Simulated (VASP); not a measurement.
Runs of VASP 6.6.1 on AlNi3. The structure is that of space group Fm-3m (No. 225), or close to it. The cells are those of the table. 

| level | potentials or basis | fixed moment (μB) | cell | k mesh | gap on the mesh (eV) | pressure (GPa) | moment (μB) |
| --- | --- | --- | --- | --- | --- | --- | --- |
| PBEsol | VASP PAW PBE potentials, release 64 (Ni, Al) | - | a = 3.850 Å, angles 60.0°, 4 atoms | 8 × 8 × 8 | none | 20.0 | 0.00 |
| PBEsol | VASP PAW PBE potentials, release 64 (Ni, Al) | - | a = 3.958 Å, angles 60.0°, 4 atoms | 8 × 8 × 8 | none | (a) | 0.00 |
| PBEsol | VASP PAW PBE potentials, release 64 (Ni, Al) | 3.0 | a = 3.962 Å, angles 60.0°, 4 atoms | 7 × 7 × 7 | - | 6.1 | 3.00 |
| PBEsol | VASP PAW PBE potentials, release 64 (Ni, Al) | - | a = 3.809 Å, angles 60.0°, 4 atoms | 8 × 8 × 8 | none | 30.0 | 0.00 |
| r2SCAN | VASP PAW PBE potentials, release 64 (Ni, Al) | - | a = 3.882 Å, angles 60.0°, 4 atoms | 8 × 8 × 8 | none | 14.4 | 0.00 |
| PBEsol | VASP PAW PBE potentials, release 64 (Ni, Al) | 6.0 | a = 3.962 Å, angles 60.0°, 4 atoms | 7 × 7 × 7 | - | 27.6 | 6.00 |
| r2SCAN | VASP PAW PBE potentials, release 64 (Ni, Al) | - | a = 3.936 Å, angles 60.0°, 4 atoms | 8 × 8 × 8 | none | 4.4 | 0.00 |
| LDA | VASP PAW LDA potentials, release 64 (Ni, Al) | - | a = 4.015 Å, angles 60.0°, 4 atoms | 8 × 8 × 8 | none | (b) | 0.00 |

Alike in all rows: task single point; spin collinear, ferromagnetic start; cutoff (eV) 520; smearing fermi-dirac 0.05 eV.

Fill in the values left out.

(a) 0.1; (b) -13.7.

Caveats: the PAW data sets were made with another functional, which shifts forces and pressure a little (some runs); the total moment is fixed, so each spin has its own Fermi level (some runs).

A gap of «none» marks levels without a gap at the run's occupations.
